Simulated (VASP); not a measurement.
**InP (eos): single point with LDA**

Crystal: InP (eos).

```
In P
1.0
     0.00000    2.88401    2.88401
     2.88401    0.00000    2.88401
     2.88401    2.88401    0.00000
In P
1 1
Direct
  0.00000 0.00000 0.00000
  0.75000 0.75000 0.75000
```

This cell differs from its parent crystal: volume scaled by 0.97.

```
Program                : VASP 6.6.1
Task                   : single point
Functional             : LDA
Potentials or basis    : VASP PAW LDA potentials, release 64 (In_d, P)
Cutoff                 : 520 eV
k mesh                 : 10 × 10 × 10
Occupations            : gaussian, width 0.02 eV
Spin                   : no spin polarisation
Dipole correction      : no
Further INCAR settings : ALGO = Normal; EDIFF = 1e-07; NBANDS = 16
```

The pressure is 2.3 GPa and the band gap on the k mesh is 0.77 eV, direct.

Levels at points of the mesh, in eV from the valence-band top:
```tsv
k point	band 7	band 8	band 9	band 10	band 11	band 12
(0.00, 0.00, 0.00)	0.00	0.00	0.00	0.77	3.96	3.96
(0.50, 0.00, 0.00)	-6.09	-1.06	-1.06	1.44	4.71	4.71
(0.50, 0.50, 0.00)	-6.07	-2.53	-2.53	1.52	2.12	9.30
```

It took 41 s on 1 thread of Intel Xeon 8259CL, with other jobs on the host, peak memory 0.17 GiB.

Caveat: spin-orbit coupling is left out, which moves the levels of the heavy elements.
